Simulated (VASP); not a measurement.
# LuSi2Ge3 in VASP: further runs

LuSi2Ge3 is run at these levels: PBE; tasks: single point.

Everything below comes from runs of VASP 6.6.1. Logs are shortened: lines on timing, memory, paths and dates and some standing lists are left out, and cuts for length are marked.

**1. The cell of the first run**

Symmetry: P-62m, No. 189, hexagonal system. The conventional cell has a = 3.994 Å, b = 3.994 Å, c = 8.682 Å, α = 90.00°, β = 90.00°, γ = 120.00°. Within 2.6 Å of Lu (site symmetry -62m) lie 6 Ge at 1.99 to 2.00 Å. Within 3.3 Å of Si (site symmetry 3m) lie 1 Si at 2.52 Å and 1 Lu at 3.08 Å. Ge (site symmetry m2m) has 2 Lu at 1.99 to 2.00 Å and 4 Ge at 2.00 Å within 2.6 Å.

The cell was generated, and may not be a known phase.

**2. Single point, PBE**

Contents of INCAR:

```
SYSTEM = LuSi2Ge3
PREC = Accurate
ENCUT = 520
EDIFF = 1E-6
ISMEAR = 0
SIGMA = 0.1
LREAL = .FALSE.
LASPH = .TRUE.
NELM = 80
ALGO = Normal
ISIF = 2
LWAVE = .FALSE.
LCHARG = .TRUE.
GGA = PE
LELF = .TRUE.
LVHAR = .TRUE.
NBANDS = 46
```

Contents of KPOINTS:

```
Automatic mesh
0
G
  6 6 2
  0 0 0
```

Contents of POSCAR:

```
LuSi2Ge3
1.0
    3.9936204000      0.0000000000      0.0000000000
   -1.9968102000      3.4585767200      0.0000000000
    0.0000000000      0.0000000000      8.6821461700
Lu Si Ge
1 2 3
Direct
    0.0000000000      0.0000000000      0.0000000000
    0.0000000000      0.0000000000      0.6449149400
    0.0000000000      0.0000000000      0.3550850600
    0.5016918200      0.0000000000      0.0000000000
    0.0000000000      0.5016918200      0.0000000000
    0.4983081800      0.4983081800      0.0000000000
```

Potentials or basis: VASP PAW PBE potentials, release 64 (Lu, Si, Ge_d).

Command:

```console
$ cat potpaw_PBE.64/Lu/POTCAR potpaw_PBE.64/Si/POTCAR potpaw_PBE.64/Ge_d/POTCAR > POTCAR
$ mpirun -np 1 vasp_std > vasp.out
```

OUTCAR:

```text
SYSTEM = LuSi2Ge3
   PREC = Accurate
   ENCUT = 520
   EDIFF = 1E-6
   ISMEAR = 0
   LREAL = .FALSE.
   LASPH = .TRUE.
   NELM = 80
   ISIF = 2
   GGA = PE

 ion  position               nearest neighbor table
   1  0.000  0.000  0.000-   4 1.99   5 1.99   6 1.99   4 2.00   5 2.00   6 2.00   2 3.08   3 3.08

   2  0.000  0.000  0.645-   3 2.52   1 3.08
   3  0.000  0.000  0.355-   2 2.52   1 3.08
   4  0.502  0.000  0.000-   1 1.99   5 2.00   6 2.00   6 2.00   5 2.00   1 2.00
   5  0.000  0.502  0.000-   1 1.99   6 2.00   6 2.00   4 2.00   4 2.00   1 2.00
   6  0.498  0.498  0.000-   1 1.99   5 2.00   5 2.00   4 2.00   4 2.00   1 2.00

  LATTYP: Found a hexagonal cell.
 ALAT       =     3.9936204000
 C/A-ratio  =     2.1740038613

  Lattice vectors:

 A1 = (   3.9936204000,   0.0000000000,   0.0000000000)
 A2 = (  -1.9968102000,   3.4585767200,   0.0000000000)
 A3 = (   0.0000000000,   0.0000000000,   8.6821461700)

Analysis of symmetry for initial positions (statically):
=====================================================================
 Subroutine PRICEL returns:
 Original cell was already a primitive cell.

 Routine SETGRP: Setting up the symmetry group for a
 hexagonal supercell.

 Subroutine GETGRP returns: Found 12 space group operations
 (whereof 12 operations were pure point group operations)
 out of a pool of 24 trial point group operations.

The static configuration has the point symmetry D_3h.

Analysis of symmetry for dynamics (positions and initial velocities):
=====================================================================
 Subroutine PRICEL returns:
 Original cell was already a primitive cell.

 Routine SETGRP: Setting up the symmetry group for a
 hexagonal supercell.

 Subroutine GETGRP returns: Found 12 space group operations
 (whereof 12 operations were pure point group operations)
 out of a pool of 24 trial point group operations.

The dynamic configuration has the point symmetry D_3h.

 Subroutine INISYM returns: Found 12 space group operations
 (whereof 12 operations are pure point group operations),
 and found     1 'primitive' translations

----------------------------------------------------------------------------------------

                                     Primitive cell

  volume of cell :     119.9199

  direct lattice vectors                    reciprocal lattice vectors
     3.993620400  0.000000000  0.000000000     0.250399362  0.144568139  0.000000000
    -1.996810200  3.458576720  0.000000000     0.000000000  0.289136278  0.000000000
     0.000000000  0.000000000  8.682146170     0.000000000  0.000000000  0.115178895

  length of vectors
     3.993620400  3.993620400  8.682146170     0.289136278  0.289136278  0.115178895

  position of ions in fractional coordinates (direct lattice)
     0.000000000  0.000000000  0.000000000
     0.000000000  0.000000000  0.644914940
     0.000000000  0.000000000  0.355085060
     0.501691820  0.000000000  0.000000000
     0.000000000  0.501691820  0.000000000
     0.498308180  0.498308180  0.000000000

  ion indices of the primitive-cell ions
   primitive index   ion index
                 1           1
                 2           2
                 3           3
                 4           4
                 5           5
                 6           6

----------------------------------------------------------------------------------------

 KPOINTS: Automatic mesh

Automatic generation of k-mesh.
 Grid dimensions read from file:
 generate k-points for:    6    6    2

 Generating k-lattice:

  Cartesian coordinates                     Fractional coordinates (reciprocal lattice)
     0.041733227  0.024094690  0.000000000     0.166666667  0.000000000  0.000000000
     0.000000000  0.048189380  0.000000000     0.000000000  0.166666667  0.000000000
     0.000000000  0.000000000  0.057589447     0.000000000  0.000000000  0.500000000

  Length of vectors
     0.048189380  0.048189380  0.057589447

  Shift w.r.t. Gamma in fractional coordinates (k-lattice)
     0.000000000  0.000000000  0.000000000

 Subroutine IBZKPT returns following result:
 ===========================================

 Found     14 irreducible k-points:

 Following reciprocal coordinates:
            Coordinates               Weight
  0.000000  0.000000  0.000000      1.000000
  0.166667 -0.000000  0.000000      6.000000
  0.333333 -0.000000  0.000000      6.000000
  0.500000 -0.000000  0.000000      3.000000
  0.166667  0.166667  0.000000      6.000000
  0.333333  0.166667  0.000000     12.000000
  0.333333  0.333333  0.000000      2.000000
  0.000000  0.000000  0.500000      1.000000
  0.166667 -0.000000  0.500000      6.000000
  0.333333 -0.000000  0.500000      6.000000
  0.500000 -0.000000  0.500000      3.000000
  0.166667  0.166667  0.500000      6.000000
  0.333333  0.166667  0.500000     12.000000
  0.333333  0.333333  0.500000      2.000000
   k-points           NKPTS =     14   k-points in BZ     NKDIM =     14   number of bands    NBANDS=     46
   number of dos      NEDOS =    301   number of ions     NIONS =      6
   total plane-waves  NPLWV =  63000
   dimension x,y,z NGX =    30 NGY =   30 NGZ =   70
   dimension x,y,z NGXF=    60 NGYF=   60 NGZF=  140
   ions per type =               1   2   3
   NGX,Y,Z   is equivalent  to a cutoff of  12.49, 12.49, 13.40 a.u.
   NGXF,Y,Z  is equivalent  to a cutoff of  24.98, 24.98, 26.81 a.u.
 SYSTEM =  LuSi2Ge3
   PREC   = accura    normal or accurate (medium, high low for compatibility)
   ISTART =      0    job   : 0-new  1-cont  2-samecut
   ICHARG =      2    charge: 1-file 2-atom 10-const
   ISPIN  =      1    spin polarized calculation?
   LNONCOLLINEAR =      F non collinear calculations
   LSORBIT =      F    spin-orbit coupling
   LASPH  =      T    aspherical Exc in radial PAW
   ENCUT  =  520.0 eV  38.22 Ry    6.18 a.u.   7.43  7.43 16.14*2*pi/ulx,y,z
   NELM   =     80;   NELMIN=  2; NELMDL= -5     # of ELM steps
   EDIFF  = 0.1E-05   stopping-criterion for ELM
   LREAL  =      F    real-space projection
   EDIFFG = 0.1E-04   stopping-criterion for IOM
   NSW    =      0    number of steps for IOM
   IBRION =     -1    ionic relax: 0-MD 1-quasi-New 2-CG
   NFREE  =      0    steps in history (QN), initial steepest desc. (CG)
   ISIF   =      2    stress and relaxation
   ISYM   =      2    0-nonsym 1-usesym 2-fastsym
   POTIM  = 0.5000    time-step for ionic-motion
   TEBEG  =    0.0;   TEEND  =   0.0 temperature during run
   PSTRESS=    0.0 pullay stress
   NELECT =      75.0000    total number of electrons
   NUPDOWN=      -1.0000    fix difference up-down
   EMIN   =  10.00;   EMAX   =-10.00  energy-range for DOS
   EFERMI =   0.00;   METHOD = LEGACY
   ISMEAR =     0;   SIGMA  =   0.10  broadening in eV -4-tet -1-fermi 0-gaus
   EFERMI_NEDOS =   21; number of points for ismear=-14 and -15
   IALGO  =     38    algorithm
   IMIX   =      4    mixing-type and parameters
     AMIX     =   0.40;   BMIX     =  1.00
     AMIX_MAG =   1.60;   BMIX_MAG =  1.00
  volume/ion in A,a.u.               =      19.99       134.88
  Fermi-wavevector in a.u.,A,eV,Ry     =   1.400011  2.645637 26.667843  1.960031
  Thomas-Fermi vector in A             =   2.523014
   LORBIT       =      0    0 simple, 1 ext, 2 COOP (PROOUT), +10 PAW based schemes
   GGA     = PE    functional components
   LHFCALC =     F    Hartree Fock is set to
   AEXX    =    0.0000 exact exchange contribution
   IVDW    =     0    specifies the selected vdW correction
   LEPSILON=     F    determine dielectric tensor
   LRPA    =     F    only Hartree local field effects (RPA)
 non-spin polarized calculation
 Gauss-broadening in eV      SIGMA  =   0.10
  energy-cutoff  :      520.00
  volume of cell :      119.92
 maximum number of plane-waves:      3255
 NGX is ok and might be reduce to    30
   NGX = 15   NGY = 15   NGZ = 33

 number of electron      75.0000034 magnetization

 Free energy of the ion-electron system (eV)
  ---------------------------------------------------
  ext. energy  EPLUGINS =         0.00000000
  ---------------------------------------------------
  free energy    TOTEN  =        11.39919917 eV

  energy without entropy =       11.42681133  energy(sigma->0) =       11.41300525

 E-fermi :   5.1002     XC(G=0): -10.0619

 val. band max:        5.0075492522   @ k =   0.1667  -0.0000   0.5000
 cond. band min:       5.1111117901   @ k =   0.3333  -0.0000   0.5000
 fundamental gap:      0.1035625379
 Fermi energy:         5.1001592109

 k-point     1 :       0.0000    0.0000    0.0000
  band No.  band energies     occupation
      1     -51.1159      2.00000
      2     -23.6896      2.00000
      3     -23.6896      2.00000
      4     -22.7365      2.00000
      5     -22.3371      2.00000
      6     -22.3371      2.00000
[... 38 lines left out ...]
     45       8.8912      0.00000
     46       9.1092      0.00000

 k-point     2 :       0.1667   -0.0000    0.0000
  band No.  band energies     occupation
      1     -51.1023      2.00000
      2     -24.4223      2.00000
      3     -24.0401      2.00000
      4     -22.5987      2.00000
      5     -22.1919      2.00000
      6     -22.0818      2.00000
[... 38 lines left out ...]
     45       9.6362      0.00000
     46      10.2783      0.00000

 k-point     3 :       0.3333   -0.0000    0.0000
  band No.  band energies     occupation
      1     -51.0751      2.00000
      2     -25.3395      2.00000
      3     -24.5232      2.00000
      4     -22.3800      2.00000
      5     -22.0652      2.00000
      6     -21.8917      2.00000
[... 528 lines left out ...]
     45      11.3533      0.00000
     46      11.5586      0.00000

 k-point    14 :       0.3333    0.3333    0.5000
  band No.  band energies     occupation
      1     -51.0545      2.00000
      2     -25.3844      2.00000
      3     -25.3844      2.00000
      4     -22.2372      2.00000
      5     -21.9971      2.00000
      6     -21.7000      2.00000
[... 38 lines left out ...]
     45      11.1299      0.00000
     46      11.1300      0.00000

------------------------ aborting loop because EDIFF is reached ----------------------------------------

  FORCE on cell =-STRESS in cart. coord.  units (eV):
  Direction    XX          YY          ZZ          XY          YZ          ZX
  --------------------------------------------------------------------------------------
  -------------------------------------------------------------------------------------
  Total      148.8715399    148.8715400    -11.7880738      0.0000000     -0.0000000      0.0000000
  in kB     1988.9825548   1988.9825554   -157.4933208      0.0000000     -0.0000000      0.0000000
  external PRESSURE =    1273.4905965 kB  Pullay stress =       0.0000000 kB

 VOLUME and BASIS-vectors are now :
 -----------------------------------------------------------------------------
  energy-cutoff  :      520.00
  volume of cell :      119.92
      direct lattice vectors                 reciprocal lattice vectors
     3.993620400  0.000000000  0.000000000     0.250399362  0.144568139  0.000000000
    -1.996810200  3.458576720  0.000000000     0.000000000  0.289136278  0.000000000
     0.000000000  0.000000000  8.682146170     0.000000000  0.000000000  0.115178895

 POSITION                                       TOTAL-FORCE (eV/Angst)
 -----------------------------------------------------------------------------------
      0.00000      0.00000      0.00000        -0.000000      0.000000      0.000000
      0.00000      0.00000      5.59925        -0.000000     -0.000000     -0.736150
      0.00000      0.00000      3.08290        -0.000000      0.000000      0.736150
      2.00357      0.00000      0.00000        -0.548737     -0.000000      0.000000
     -1.00178      1.73514      0.00000         0.274368     -0.475220     -0.000000
      0.99503      1.72344      0.00000         0.274368      0.475220      0.000000
 -----------------------------------------------------------------------------------
    total drift:                               -0.000009     -0.000016      0.000002

  FREE ENERGIE OF THE ION-ELECTRON SYSTEM (eV)
  ---------------------------------------------------
  free  energy   TOTEN  =        11.3991991725 eV

  energy  without entropy=       11.4268113266  energy(sigma->0) =       11.41300525
```

It took 3.5 min on 1 thread of AMD EPYC 7R43 (Zen 3), shared host; peak memory 0.24 GiB.

Results:

```yaml
Free_energy: 11.3992 eV
Pressure: 127.3 GPa
Largest_force: 0.736 eV/Å
Band_gap_on_the_k_mesh: zero (an odd number of electrons rules out a gap without spin polarisation)
```

Forces in eV/Å, atoms in the order of the input:
```
Lu   0.000  0.000  0.000
Si   0.000  0.000 -0.736
Si   0.000  0.000  0.736
Ge  -0.549  0.000  0.000
Ge   0.274 -0.475  0.000
Ge   0.274  0.475  0.000
```

Levels at points of the mesh, in eV from the Fermi level:
| k point | band 36 | band 37 | band 38 | band 39 | band 40 | band 41 |
| --- | --- | --- | --- | --- | --- | --- |
| (0.00, 0.00, 0.00) | 0.84 | 0.99 | 0.99 | 1.91 | 1.91 | 3.71 |
| (0.50, 0.00, 0.00) | -2.05 | -1.28 | -1.22 | 0.15 | 0.68 | 2.88 |
| (0.00, 0.00, 0.50) | 0.62 | 0.62 | 1.21 | 1.21 | 2.11 | 2.11 |
| (0.50, 0.00, 0.50) | -1.98 | -1.34 | -0.61 | 0.20 | 0.98 | 1.28 |

Caveat: the k points lie up to 0.36 Å⁻¹ apart, too coarse for converged energies and pressures of a metal; spin-orbit coupling is left out, which moves the levels of the heavy elements; an odd number of electrons without spin polarisation forces a metal; a magnetic or distorted state may lie lower.

**3. Single point, PBE**

This run uses another cell than the first one, of 33.58 Å³/atom.

Contents of INCAR:

```
SYSTEM = LuSi2Ge3
PREC = Accurate ; ENCUT = 520
EDIFF = 1E-6 ; ISMEAR = 0
SIGMA = 0.1 ; LREAL = .FALSE.
LASPH = .TRUE. ; NELM = 60
ALGO = Normal ; ISIF = 2
LWAVE = .FALSE. ; LCHARG = .FALSE.
GGA = PE ; NBANDS = 46
```

Contents of KPOINTS:

```
regular mesh
0
G
  6 6 2
  0 0 0
```

Contents of POSCAR:

```
LuSi2Ge3
1.0
    5.5831912423      0.0000000000      0.0000000000
   -2.7915956212      4.8351854501      0.0000000000
    0.0000000000      0.0000000000      7.4627022576
Lu Si Ge
1 2 3
Direct
    0.0000000000      0.0000000000      0.0000000000
    0.0000000000      0.0000000000      0.6455617616
    0.0000000000      0.0000000000      0.3544382384
    0.5000002949      0.0000000000      0.0000000000
    0.0000000000      0.5000002949      0.0000000000
    0.4999997051      0.4999997051      0.0000000000
```

Potentials or basis: VASP PAW PBE potentials, release 64 (Lu, Si, Ge_d).

Command:

```console
$ cat potpaw_PBE.64/Lu/POTCAR potpaw_PBE.64/Si/POTCAR potpaw_PBE.64/Ge_d/POTCAR > POTCAR
$ mpirun -np 1 vasp_std > vasp.out
```

It took 4 min on 1 thread of AMD EPYC 7R43 (Zen 3), shared host; peak memory 0.33 GiB.

The run converged. Its results:

- Free energy: -25.2784 eV
- Pressure: 0.1 GPa
- Largest force: 0.040 eV/Å
- Band gap on the k mesh: zero (an odd number of electrons rules out a gap without spin polarisation)

Forces in eV/Å, atoms in the order of the input:
```
Lu   0.000  0.000  0.000
Si   0.000  0.000 -0.040
Si   0.000  0.000  0.040
Ge   0.000  0.000  0.000
Ge   0.000  0.000  0.000
Ge   0.000  0.000  0.000
```

Levels at points of the mesh, in eV from the Fermi level:
| k point | band 35 | band 36 | band 37 | band 38 | band 39 | band 40 |
| --- | --- | --- | --- | --- | --- | --- |
| (0.00, 0.00, 0.00) | -2.38 | -1.28 | 0.01 | 0.01 | 0.38 | 0.38 |
| (0.50, 0.00, 0.00) | -1.36 | -0.88 | -0.51 | -0.46 | 0.04 | 0.90 |
| (0.00, 0.00, 0.50) | -2.42 | -0.82 | -0.82 | 0.36 | 1.64 | 1.64 |
| (0.50, 0.00, 0.50) | -1.35 | -1.25 | 0.34 | 0.56 | 0.69 | 0.88 |

Caveat: the k points lie up to 0.42 Å⁻¹ apart, too coarse for converged energies and pressures of a metal; spin-orbit coupling is left out, which moves the levels of the heavy elements; an odd number of electrons without spin polarisation forces a metal; a magnetic or distorted state may lie lower.

**4. Single point, PBE**

This run uses another cell than the first one, of 33.78 Å³/atom.

Contents of INCAR:

```
SYSTEM = LuSi2Ge3
ALGO = Normal
EDIFF = 1E-7
ENCUT = 520
GGA = PE
ISIF = 2
ISMEAR = 0
LASPH = .True.
LCHARG = .False.
LREAL = .False.
LWAVE = .False.
NBANDS = 46
NELM = 100
PREC = Accurate
SIGMA = 0.1
```

Contents of KPOINTS:

```
k-points
0
Gamma
  6 6 4
  0 0 0
```

Contents of POSCAR:

```
LuSi2Ge3
1.0
    5.5738243245      0.0000000000      0.0000000000
   -2.7869121623      4.8270734612      0.0000000000
    0.0000000000      0.0000000000      7.5324558897
Lu Si Ge
1 2 3
Direct
    0.0000000000      0.0000000000      0.0000000000
    0.0000000000      0.0000000000      0.6449217675
    0.0000000000      0.0000000000      0.3550782325
    0.5000000000      0.0000000000      0.0000000000
    0.0000000000      0.5000000000      0.0000000000
    0.5000000000      0.5000000000      0.0000000000
```

Command:

```console
$ cat potpaw_PBE.64/Lu/POTCAR potpaw_PBE.64/Si/POTCAR potpaw_PBE.64/Ge_d/POTCAR > POTCAR
$ mpirun -np 1 vasp_std > vasp.out
```

Wall time 5.3 min (1 thread of AMD EPYC 7R43 (Zen 3), shared host); peak memory 0.37 GiB.

The run converged. Its results:

```yaml
Free_energy: -25.1786 eV
Pressure: 0.1 GPa
Largest_force: 0.009 eV/Å
Band_gap_on_the_k_mesh: zero (an odd number of electrons rules out a gap without spin polarisation)
```

Forces in eV/Å, atoms in the order of the input:
```
Lu   0.000  0.000  0.000
Si   0.000  0.000 -0.009
Si   0.000  0.000  0.009
Ge   0.000  0.000  0.000
Ge   0.000  0.000  0.000
Ge   0.000  0.000  0.000
```

Levels at points of the mesh, in eV from the Fermi level:
```tsv
k point	band 35	band 36	band 37	band 38	band 39	band 40
(0.00, 0.00, 0.00)	-2.24	-1.24	0.10	0.10	0.51	0.51
(0.50, 0.00, 0.00)	-1.31	-0.78	-0.39	-0.35	0.10	0.98
(0.00, 0.00, 0.50)	-2.36	-0.68	-0.68	0.43	1.73	1.73
(0.50, 0.00, 0.50)	-1.31	-1.12	0.39	0.63	0.79	0.96
```

Caveat: spin-orbit coupling is left out, which moves the levels of the heavy elements; an odd number of electrons without spin polarisation forces a metal; a magnetic or distorted state may lie lower.

**5. Overview**

| cell | k mesh | gap on the mesh (eV) | pressure (GPa) | largest force (eV/Å) |
| --- | --- | --- | --- | --- |
| a = 3.994, b = 3.994, c = 8.682 Å, angles 90.0, 90.0, 120.0°, 6 atoms, atomic positions A | 6 × 6 × 2 | none | 127.3 | 0.74 |
| a = 5.583, b = 5.583, c = 7.463 Å, angles 90.0, 90.0, 120.0°, 6 atoms, atomic positions B | 6 × 6 × 2 | none | 0.1 | 0.04 |
| a = 5.574, b = 5.574, c = 7.532 Å, angles 90.0, 90.0, 120.0°, 6 atoms, atomic positions C | 6 × 6 × 4 | none | 0.1 | 0.01 |

Alike in all rows: task single point; level PBE; potentials or basis VASP PAW PBE potentials, release 64 (Lu, Si, Ge_d); no spin polarisation; cutoff (eV) 520; smearing gaussian 0.1 eV.

Caveats: some runs use coarse meshes; spin-orbit coupling is left out, which moves the levels of the heavy elements; an odd number of electrons without spin polarisation forces a metal; a magnetic or distorted state may lie lower.

Total energies depend on the potentials used, so only differences within one code and one set of settings carry meaning.

The gap in the log of VASP goes by the Fermi energy; the results here count the filled bands.